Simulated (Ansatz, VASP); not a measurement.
**Al: VASP beside Ansatz**

POSCAR

```
Al
1.0
    0.0000000000      1.9966927595      1.9966927595
    1.9966927595      0.0000000000      1.9966927595
    1.9966927595      1.9966927595      0.0000000000
Al
1
Direct
    0.0000000000      0.0000000000      0.0000000000
```

INCAR.step1

```
ALGO = Normal ; EDIFF = 1E-4
ENCUT = 520 ; GGA = PE
ISMEAR = -1 ; LASPH = T
LCHARG = F ; LREAL = F
LWAVE = T ; NBANDS = 8
NELM = 80 ; PREC = Accurate
SIGMA = 0.2
```

INCAR.step2

```
ALGO = Normal ; EDIFF = 1E-6
ENCUT = 520 ; ISIF = 2
ISMEAR = -1 ; ISTART = 1
LASPH = T ; LCHARG = F
LMIXTAU = T ; LREAL = F
LWAVE = F ; METAGGA = R2SCAN
NBANDS = 8 ; NELM = 80
PREC = Accurate ; SIGMA = 0.2
```

File KPOINTS:

```
k-points
0
Gamma
  14 14 14
```

Input for Ansatz:

```yaml
crystal:
  lattice:
    - [0.0, 1.9966927595, 1.9966927595]
    - [1.9966927595, 0.0, 1.9966927595]
    - [1.9966927595, 1.9966927595, 0.0]
  atoms:
    - { symbol: Al, position: [0.0, 0.0, 0.0] }
hamiltonian:
  xc: r2scan
  pseudopotentials:
    kind: paw
    azcp:
      Al: "pseudopotentials/Al.paw.azcp"
basis:
  ecutwfc: 500
  fft_grid_basis: typed
kpoints:
  mp_grid: { grid: [14, 14, 14], shift: [0, 0, 0] }
magnetization:
  spin_polarized: false
scf:
  occupations: { method: fermi_dirac, width: 0.2 }
  lower_state_search: "off"
output:
  stress: true
```

Alike in both runs: task single point; functional r2SCAN; k mesh 14 × 14 × 14; occupations fermi-dirac, width 0.2 eV; no spin polarisation.

```csv
,VASP,Ansatz
version,VASP 6.6.1,Ansatz 0.2.0
potentials or method,"VASP PAW PBE potentials, release 64 (Al), cutoff 520 eV","plane waves (500 eV) with PAW, scalar-relativistic"
valence electrons in the cell,3,3
```

|  | VASP | Ansatz | Ansatz less VASP |
| --- | --- | --- | --- |
| pressure (GPa) | -0.2 | 0.1 | +0.32 |

VASP's potentials were made for PBE, not for r2SCAN.
